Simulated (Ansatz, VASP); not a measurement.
# MoS2: VASP beside Ansatz

Contents of INCAR:

```
ALGO = Normal
EDIFF = 1E-6
ENCUT = 500
GGA = PE
GGA_COMPAT = False
ISIF = 2
ISMEAR = 0
IVDW = 12
LASPH = True
LCHARG = False
LREAL = False
LWAVE = False
NBANDS = 20
NELM = 120
PREC = Accurate
SIGMA = 0.05
```

File KPOINTS:

```
k-points
0
Gamma
  12 12 6
```

The input POSCAR:

```
MoS2
1.0
    3.0519767764      0.0000000000      0.0000000000
   -1.5259883882      2.6430894201      0.0000000000
    0.0000000000      0.0000000000      6.7927847112
Mo S
1 2
Direct
    0.0000000000      0.0000000000      0.0000000000
    0.3333333333      0.6666666667      0.2357940733
    0.3333333333      0.6666666667      0.7642059267
```

Input for Ansatz:

```yaml
crystal:
  lattice:
    - [3.0519767764, 0.0, 0.0]
    - [-1.5259883882, 2.6430894201, 0.0]
    - [0.0, 0.0, 6.7927847112]
  atoms:
    - { symbol: Mo, position: [0.0, 0.0, 0.0] }
    - { symbol: S, position: [0.3333333333, 0.6666666667, 0.2357940733] }
    - { symbol: S, position: [0.3333333333, 0.6666666667, 0.7642059267] }
basis:
  ecutwfc: 420
kpoints:
  mp_grid: { grid: [12, 12, 6] }
hamiltonian:
  xc: pbe
  dispersion: d3bj
scf:
  occupations: { method: gaussian, width: 0.05 }
output:
  forces: true
  stress: true
  eigenvalues: true
```

Alike in both runs: task single point; functional PBE; dispersion D3(BJ); k mesh 12 × 12 × 6; occupations gaussian, width 0.05 eV; no spin polarisation.

```csv
,VASP,Ansatz
version,VASP 6.6.1,Ansatz 0.2.0
potentials or method,"VASP PAW PBE potentials, release 64 (Mo_sv, S), cutoff 500 eV","scalar-relativistic, plane waves, PAW"
valence electrons in the cell,26,26
```

|  | VASP | Ansatz | Ansatz less VASP |
| --- | --- | --- | --- |
| gap on the k mesh at the Fermi level (eV) | 1.41 | 1.41 | +0.001 |
| least direct gap on the mesh (eV) | 2.17 | 2.16 | -0.005 |
| pressure (GPa) | 5.6 | 5.7 | +0.13 |
| traceless stress, the component that is largest in VASP (GPa) | -6.19 | -6.13 | +0.066 |
| rms of the force components (eV/Å) | 0.005 | 0.012 | +0.0071 |

Atom by atom the forces differ by 0.007 eV/Å (rms over components).
